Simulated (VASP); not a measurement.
# SrO (P6_3/mmc) in VASP: a series of runs

The runs below take SrO through single point, with PBEsol.

Program: VASP 6.6.1. These are calculated values, not measurements. Logs are shortened: lines on timing, memory, paths and dates and some standing lists are left out, and cuts for length are marked.

**1. The cell of the first run**

The structure is hexagonal, space group P6_3/mmc (No. 194). Conventional cell: a = 3.553 Å, b = 3.553 Å, c = 6.217 Å, α = 90.00°, β = 90.00°, γ = 120.00°. Sr (site symmetry -6m2) has 6 O at 2.57 Å within 3.4 Å. O (site symmetry -3m) has 6 Sr at 2.57 Å and 2 O at 3.11 Å within 3.4 Å.

**2. Single point, PBEsol**

INCAR reads:

```
SYSTEM = SrO
  ALGO = Normal
  EDIFF = 1E-7
  ENCUT = 520
  GGA = PS
  ISIF = 2
  ISMEAR = 0
  LASPH = .TRUE.
  LCHARG = .FALSE.
  LREAL = .FALSE.
  LWAVE = .FALSE.
  NBANDS = 24
  NELM = 80
  PREC = Accurate
  SIGMA = 0.01
```

KPOINTS reads:

```
k-points
0
G
  6 6 4
  0 0 0
```

POSCAR reads:

```
SrO
1.0
    3.5532880000      0.0000000000      0.0000000000
   -1.7766440000      3.0772380000      0.0000000000
    0.0000000000      0.0000000000      6.2173040000
Sr O
2 2
Direct
    0.3333333333      0.6666666667      0.2500000000
    0.6666666667      0.3333333333      0.7500000000
    0.0000000000      0.0000000000      0.0000000000
    0.0000000000      0.0000000000      0.5000000000
```

Potentials or basis: VASP PAW PBE potentials, release 64 (Sr_sv, O).

Started as:

```bash
$ cat potpaw_PBE.64/Sr_sv/POTCAR potpaw_PBE.64/O/POTCAR > POTCAR
$ mpirun -np 1 vasp_std > vasp.out
```

OUTCAR:

```text
SYSTEM = SrO
   EDIFF = 1E-7
   ENCUT = 520
   GGA = PS
   ISIF = 2
   ISMEAR = 0
   LASPH = .TRUE.
   LREAL = .FALSE.
   NELM = 80
   PREC = Accurate

 ion  position               nearest neighbor table
   1  0.333  0.667  0.250-   3 2.57   4 2.57   3 2.57   4 2.57   3 2.57   4 2.57   2 3.72   2 3.72
                             2 3.72   2 3.72   2 3.72   2 3.72
   2  0.667  0.333  0.750-   3 2.57   4 2.57   3 2.57   4 2.57   3 2.57   4 2.57   1 3.72   1 3.72
                             1 3.72   1 3.72   1 3.72   1 3.72
   3  0.000  0.000  0.000-   1 2.57   2 2.57   2 2.57   1 2.57   2 2.57   1 2.57
   4  0.000  0.000  0.500-   1 2.57   2 2.57   2 2.57   1 2.57   2 2.57   1 2.57

  LATTYP: Found a hexagonal cell.
 ALAT       =     3.5532880000
 C/A-ratio  =     1.7497326420

  Lattice vectors:

 A1 = (   3.5532880000,   0.0000000000,   0.0000000000)
 A2 = (  -1.7766440000,   3.0772380000,   0.0000000000)
 A3 = (   0.0000000000,   0.0000000000,   6.2173040000)

Analysis of symmetry for initial positions (statically):
=====================================================================
 Subroutine PRICEL returns:
 Original cell was already a primitive cell.

 Routine SETGRP: Setting up the symmetry group for a
 hexagonal supercell.

 Subroutine GETGRP returns: Found 24 space group operations
 (whereof 12 operations were pure point group operations)
 out of a pool of 24 trial point group operations.

The static configuration has the point symmetry D_3d.
 The point group associated with its full space group is D_6h.

Analysis of symmetry for dynamics (positions and initial velocities):
=====================================================================
 Subroutine PRICEL returns:
 Original cell was already a primitive cell.

 Routine SETGRP: Setting up the symmetry group for a
 hexagonal supercell.

 Subroutine GETGRP returns: Found 24 space group operations
 (whereof 12 operations were pure point group operations)
 out of a pool of 24 trial point group operations.

The dynamic configuration has the point symmetry D_3d.
 The point group associated with its full space group is D_6h.

 Subroutine INISYM returns: Found 24 space group operations
 (whereof 12 operations are pure point group operations),
 and found     1 'primitive' translations

----------------------------------------------------------------------------------------

                                     Primitive cell

  volume of cell :      67.9819

  direct lattice vectors                    reciprocal lattice vectors
     3.553288000  0.000000000  0.000000000     0.281429482  0.162483370  0.000000000
    -1.776644000  3.077238000  0.000000000     0.000000000  0.324966740  0.000000000
     0.000000000  0.000000000  6.217304000     0.000000000  0.000000000  0.160841419

  length of vectors
     3.553288000  3.553288281  6.217304000     0.324966765  0.324966740  0.160841419

  position of ions in fractional coordinates (direct lattice)
     0.333333333  0.666666667  0.250000000
     0.666666667  0.333333333  0.750000000
     0.000000000  0.000000000  0.000000000
     0.000000000  0.000000000  0.500000000

  ion indices of the primitive-cell ions
   primitive index   ion index
                 1           1
                 2           2
                 3           3
                 4           4

----------------------------------------------------------------------------------------

 KPOINTS: k-points

Automatic generation of k-mesh.
 Grid dimensions read from file:
 generate k-points for:    6    6    4

 Generating k-lattice:

  Cartesian coordinates                     Fractional coordinates (reciprocal lattice)
     0.046904914  0.027080562  0.000000000     0.166666667  0.000000000  0.000000000
     0.000000000  0.054161123  0.000000000     0.000000000  0.166666667  0.000000000
     0.000000000  0.000000000  0.040210355     0.000000000  0.000000000  0.250000000

  Length of vectors
     0.054161128  0.054161123  0.040210355

  Shift w.r.t. Gamma in fractional coordinates (k-lattice)
     0.000000000  0.000000000  0.000000000

 Subroutine IBZKPT returns following result:
 ===========================================

 Found     21 irreducible k-points:

 Following reciprocal coordinates:
            Coordinates               Weight
  0.000000  0.000000  0.000000      1.000000
  0.166667  0.000000  0.000000      6.000000
  0.333333 -0.000000  0.000000      6.000000
  0.500000  0.000000  0.000000      3.000000
  0.166667  0.166667  0.000000      6.000000
  0.333333  0.166667  0.000000     12.000000
[... 13 lines left out ...]
  0.333333  0.166667  0.500000     12.000000
  0.333333  0.333333  0.500000      2.000000
   k-points           NKPTS =     21   k-points in BZ     NKDIM =     21   number of bands    NBANDS=     24
   number of dos      NEDOS =    301   number of ions     NIONS =      4
   total plane-waves  NPLWV =  37632
   dimension x,y,z NGX =    28 NGY =   28 NGZ =   48
   dimension x,y,z NGXF=    56 NGYF=   56 NGZF=   96
   ions per type =               2   2
   NGX,Y,Z   is equivalent  to a cutoff of  13.10, 13.10, 12.83 a.u.
   NGXF,Y,Z  is equivalent  to a cutoff of  26.20, 26.20, 25.67 a.u.
 SYSTEM =  SrO
   PREC   = accura    normal or accurate (medium, high low for compatibility)
   ISTART =      0    job   : 0-new  1-cont  2-samecut
   ICHARG =      2    charge: 1-file 2-atom 10-const
   ISPIN  =      1    spin polarized calculation?
   LNONCOLLINEAR =      F non collinear calculations
   LSORBIT =      F    spin-orbit coupling
   LASPH  =      T    aspherical Exc in radial PAW
   ENCUT  =  520.0 eV  38.22 Ry    6.18 a.u.   6.61  6.61 11.56*2*pi/ulx,y,z
   NELM   =     80;   NELMIN=  2; NELMDL= -5     # of ELM steps
   EDIFF  = 0.1E-06   stopping-criterion for ELM
   LREAL  =      F    real-space projection
   EDIFFG = 0.1E-05   stopping-criterion for IOM
   NSW    =      0    number of steps for IOM
   IBRION =     -1    ionic relax: 0-MD 1-quasi-New 2-CG
   NFREE  =      0    steps in history (QN), initial steepest desc. (CG)
   ISIF   =      2    stress and relaxation
   ISYM   =      2    0-nonsym 1-usesym 2-fastsym
   POTIM  = 0.5000    time-step for ionic-motion
   TEBEG  =    0.0;   TEEND  =   0.0 temperature during run
   PSTRESS=    0.0 pullay stress
   NELECT =      32.0000    total number of electrons
   NUPDOWN=      -1.0000    fix difference up-down
   EMIN   =  10.00;   EMAX   =-10.00  energy-range for DOS
   EFERMI =   0.00;   METHOD = LEGACY
   ISMEAR =     0;   SIGMA  =   0.01  broadening in eV -4-tet -1-fermi 0-gaus
   EFERMI_NEDOS =   21; number of points for ismear=-14 and -15
   IALGO  =     38    algorithm
   IMIX   =      4    mixing-type and parameters
     AMIX     =   0.40;   BMIX     =  1.00
     AMIX_MAG =   1.60;   BMIX_MAG =  1.00
  volume/ion in A,a.u.               =      17.00       114.69
  Fermi-wavevector in a.u.,A,eV,Ry     =   1.273484  2.406537 22.065418  1.621762
  Thomas-Fermi vector in A             =   2.406305
   LORBIT       =      0    0 simple, 1 ext, 2 COOP (PROOUT), +10 PAW based schemes
   GGA     = PS    functional components
   LHFCALC =     F    Hartree Fock is set to
   AEXX    =    0.0000 exact exchange contribution
   IVDW    =     0    specifies the selected vdW correction
   LEPSILON=     F    determine dielectric tensor
   LRPA    =     F    only Hartree local field effects (RPA)
 non-spin polarized calculation
 Gauss-broadening in eV      SIGMA  =   0.01
  energy-cutoff  :      520.00
  volume of cell :       67.98
 maximum number of plane-waves:      1853
 NGX is ok and might be reduce to    28
   NGX = 13   NGY = 13   NGZ = 23

 number of electron      32.0000014 magnetization

 Free energy of the ion-electron system (eV)
  ---------------------------------------------------
  ext. energy  EPLUGINS =         0.00000000
  ---------------------------------------------------
  free energy    TOTEN  =       -24.94707919 eV

  energy without entropy =      -24.94707919  energy(sigma->0) =      -24.94707919

 E-fermi :   2.0792     XC(G=0): -10.2666

 val. band max:        2.0344474387   @ k =   0.0000   0.0000   0.0000
 cond. band min:       4.9627617310   @ k =   0.0000   0.0000   0.0000
 fundamental gap:      2.9283142923
 Fermi energy:         2.0791536501

 k-point     1 :       0.0000    0.0000    0.0000
  band No.  band energies     occupation
      1     -30.8020      2.00000
      2     -30.6914      2.00000
      3     -14.9847      2.00000
      4     -13.4285      2.00000
      5     -12.4888      2.00000
      6     -12.4888      2.00000
[... 16 lines left out ...]
     23       9.3554      0.00000
     24      10.2560      0.00000

 k-point     2 :       0.1667    0.0000    0.0000
  band No.  band energies     occupation
      1     -30.7666      2.00000
      2     -30.6700      2.00000
      3     -14.7695      2.00000
      4     -13.9619      2.00000
      5     -12.7312      2.00000
      6     -12.5784      2.00000
[... 16 lines left out ...]
     23       9.7355      0.00000
     24       9.8073      0.00000

 k-point     3 :       0.3333   -0.0000    0.0000
  band No.  band energies     occupation
      1     -30.6911      2.00000
      2     -30.6304      2.00000
      3     -14.6316      2.00000
      4     -14.1803      2.00000
      5     -13.1714      2.00000
      6     -12.7238      2.00000
[... 16 lines left out ...]
     23      10.7357      0.00000
     24      10.7716      0.00000
[... 433 lines left out ...]
 k-point    20 :       0.3333    0.1667    0.5000
  band No.  band energies     occupation
      1     -30.6316      2.00000
      2     -30.6316      2.00000
      3     -14.4621      2.00000
      4     -14.4621      2.00000
      5     -12.9603      2.00000
      6     -12.9603      2.00000
[... 16 lines left out ...]
     23      11.2230      0.00000
     24      11.2230      0.00000

 k-point    21 :       0.3333    0.3333    0.5000
  band No.  band energies     occupation
      1     -30.6169      2.00000
      2     -30.6169      2.00000
      3     -14.3938      2.00000
      4     -14.3938      2.00000
      5     -13.2471      2.00000
      6     -13.2471      2.00000
[... 16 lines left out ...]
     23      11.3607      0.00000
     24      11.3607      0.00000

------------------------ aborting loop because EDIFF is reached ----------------------------------------

  FORCE on cell =-STRESS in cart. coord.  units (eV):
  Direction    XX          YY          ZZ          XY          YZ          ZX
  --------------------------------------------------------------------------------------
  -------------------------------------------------------------------------------------
  Total       -0.6826333     -0.6826335     -0.9348481      0.0000000      0.0000000      0.0000000
  in kB      -16.0880892    -16.0880926    -22.0322082      0.0000000      0.0000000      0.0000000
  external PRESSURE =     -18.0694634 kB  Pullay stress =       0.0000000 kB

 VOLUME and BASIS-vectors are now :
 -----------------------------------------------------------------------------
  energy-cutoff  :      520.00
  volume of cell :       67.98
      direct lattice vectors                 reciprocal lattice vectors
     3.553288000  0.000000000  0.000000000     0.281429482  0.162483370  0.000000000
    -1.776644000  3.077238000  0.000000000     0.000000000  0.324966740  0.000000000
     0.000000000  0.000000000  6.217304000     0.000000000  0.000000000  0.160841419

 POSITION                                       TOTAL-FORCE (eV/Angst)
 -----------------------------------------------------------------------------------
     -0.00000      2.05149      1.55433         0.000000     -0.000000      0.000000
      1.77664      1.02575      4.66298         0.000000      0.000000      0.000000
      0.00000      0.00000      0.00000        -0.000000      0.000000      0.000000
      0.00000      0.00000      3.10865        -0.000000      0.000000      0.000000
 -----------------------------------------------------------------------------------
    total drift:                                0.000000     -0.000000      0.000000

  FREE ENERGIE OF THE ION-ELECTRON SYSTEM (eV)
  ---------------------------------------------------
  free  energy   TOTEN  =       -24.9470791901 eV

  energy  without entropy=      -24.9470791901  energy(sigma->0) =      -24.94707919
```

Wall time 32 s (1 thread of Intel Xeon Platinum 8259CL at 2.50GHz (Skylake/Cascade Lake), shared host); peak memory 0.19 GiB.

Results:

- Free energy: -24.9471 eV
- Pressure: -1.8 GPa
- Band gap on the k mesh: 2.93 eV

Caveat: the PAW data sets were made with another functional, which shifts forces and pressure a little.

**3. Single point, PBEsol, non-collinear spin, zero start, spin-orbit coupling**

INCAR reads:

```
PREC = Accurate
ENCUT = 520
EDIFF = 1E-6
ISMEAR = 0
SIGMA = 0.01
LREAL = False
LASPH = True
NELM = 150
ALGO = Normal
ISIF = 2
LWAVE = False
LCHARG = False
MAGMOM = 0 0 0 0 0 0 0 0 0 0 0 0
LORBIT = 11
LSORBIT = True
GGA_COMPAT = False
LORBMOM = True
GGA = PS
NBANDS = 46
```

KPOINTS reads:

```
regular mesh
0
Gamma
  6 6 4
```

POSCAR is that of step 2.

Potentials or basis: VASP PAW PBE potentials, release 64 (Sr_sv, O).

Started as:

```bash
$ cat potpaw_PBE.64/Sr_sv/POTCAR potpaw_PBE.64/O/POTCAR > POTCAR
$ mpirun -np 1 vasp_ncl > vasp.out
```

OUTCAR:

```text
PREC = Accurate
   ENCUT = 520
   EDIFF = 1E-6
   ISMEAR = 0
   LREAL = False
   LASPH = True
   NELM = 150
   ISIF = 2
   LORBIT = 11
   LSORBIT = True
   GGA = PS

 ion  position               nearest neighbor table
   1  0.333  0.667  0.250-   3 2.57   4 2.57   3 2.57   4 2.57   3 2.57   4 2.57   2 3.72   2 3.72
                             2 3.72   2 3.72   2 3.72   2 3.72
   2  0.667  0.333  0.750-   3 2.57   4 2.57   3 2.57   4 2.57   3 2.57   4 2.57   1 3.72   1 3.72
                             1 3.72   1 3.72   1 3.72   1 3.72
   3  0.000  0.000  0.000-   1 2.57   2 2.57   2 2.57   1 2.57   2 2.57   1 2.57
[... 1348 lines left out ...]
     0.0000000     0.0000000     0.0000000     0.0000000     0.0000000     0.0000000     0.0000000
     0.0000000     0.0000000     0.0000000     0.0000000     0.0000000     0.0000000     0.0000000
     0.0000000     0.0000000     0.0000000     0.0000000     0.0000000     0.0000000     0.0000000
     0.0000000     0.0000000     0.0000000     0.0000000     0.0000000     0.0000000     0.0000000

 total charge

# of ion       s       p       d       tot
------------------------------------------
    1        2.016   5.789   0.273   8.078
    2        2.016   5.789   0.273   8.078
    3        1.548   3.398   0.000   4.945
    4        1.548   3.398   0.000   4.945
--------------------------------------------------
tot          7.128  18.373   0.546  26.046

 magnetization (x)

# of ion       s       p       d       tot
------------------------------------------
    1        0.000  -0.000   0.000   0.000
    2       -0.000  -0.000  -0.000  -0.000
    3        0.000  -0.000   0.000  -0.000
    4        0.000   0.000   0.000   0.000
--------------------------------------------------
tot          0.000  -0.000  -0.000  -0.000

 magnetization (y)

# of ion       s       p       d       tot
------------------------------------------
    1        0.000   0.000  -0.000  -0.000
    2        0.000   0.000   0.000   0.000
    3        0.000   0.000   0.000   0.000
    4        0.000  -0.000   0.000  -0.000
--------------------------------------------------
tot          0.000   0.000  -0.000  -0.000

 magnetization (z)

# of ion       s       p       d       tot
------------------------------------------
    1        0.000   0.000   0.000   0.000
    2        0.000   0.000   0.000   0.000
    3        0.000   0.000   0.000   0.000
    4        0.000   0.000   0.000   0.000
--------------------------------------------------
tot          0.000   0.000   0.000   0.000
```

stdout:

```text
POSCAR found type information on POSCAR SrO
 POSCAR found :  2 types and       4 ions
 scaLAPACK will be used
 -----------------------------------------------------------------------------
|                                                                             |
|                                                                             |
|     You enforced a specific xc type in the INCAR file but a different       |
|     I HOPE YOU KNOW WHAT YOU ARE DOING!                                     |
|                                                                             |
 -----------------------------------------------------------------------------

 LDA part: xc-table for (Slater+PW92), standard interpolation
 POSCAR, INCAR and KPOINTS ok, starting setup
 FFT: planning ... GRIDC
 FFT: planning ... GRID_SOFT
 FFT: planning ... GRID
 WAVECAR not read
 entering main loop
```

It took 2.6 min on 1 thread of Intel Xeon Platinum 8259CL at 2.50GHz (Skylake/Cascade Lake), shared host; peak memory 0.38 GiB.

What came out:

```
Free energy                                           : -25.1234 eV
Pressure                                              : -1.8 GPa
Net moment                                            : 0.00 μB per cell
Valence electrons inside the program's atomic spheres : Sr 8.08; O 4.95
```

Moments on the atoms (μB; x, y, z):
```
Sr  0.00 0.00 0.00
Sr  0.00 0.00 0.00
O   0.00 0.00 0.00
O   0.00 0.00 0.00
```

Caveat: the PAW data sets were made with another functional, which shifts forces and pressure a little.
